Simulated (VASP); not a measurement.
A run of VASP 6.6.1:

Contents of INCAR:

```
SYSTEM = Al3FeCo2
PREC = Accurate
ENCUT = 520
EDIFF = 1E-6
ISMEAR = 0
SIGMA = 0.2
LREAL = .FALSE.
LASPH = .TRUE.
NELM = 100
ALGO = Fast
ISIF = 2
LWAVE = .FALSE.
LCHARG = .FALSE.
GGA = PE
NBANDS = 47
```

Contents of KPOINTS:

```
regular mesh
0
G
  6 4 4
  0 0 0
```

POSCAR

```
Al3FeCo2
1.0
   -2.0194083278      3.4985034265     -0.0010926152
   -0.0000400105     -0.0015469578      4.9433135196
    6.0575436969      3.4980957851     -0.0011557654
Al Fe Co
6 2 4
Direct
    0.9999957881      0.0000139358     -0.0000264649
    0.5000202367     -0.0000545807      0.5000286624
    0.0000147850      0.3341696569      0.3333053885
    0.4999599183      0.3342197057      0.8333565040
    0.4999271345      0.6657986673      0.1666683390
    0.0000800526      0.6657929319      0.6666644413
    0.9999307023      0.5000250785     -0.0000068347
    0.5000400440      0.4999644412      0.5000037892
    0.5000115344      0.1656602863      0.1666543020
   -0.0000443592      0.1656404521      0.6666138655
   -0.0000189482      0.8343812253      0.3333546634
    0.5000831116      0.8343881997      0.8333833444
```

Potentials or basis: VASP PAW PBE potentials, release 64 (Al, Fe, Co).

Run with:

```console
$ cat potpaw_PBE.64/Al/POTCAR potpaw_PBE.64/Fe/POTCAR potpaw_PBE.64/Co/POTCAR > POTCAR
$ mpirun -np 1 vasp_std > vasp.out
```

Hardware: 1 thread of Intel Xeon 6975P-C, with other jobs on the host.

Question: How long does it take, and how much memory?

Answer: It took 9.5 min on 1 thread of Intel Xeon 6975P-C, on a shared host, peak memory 0.43 GiB. Counts: scf iterations 22, k points 52.
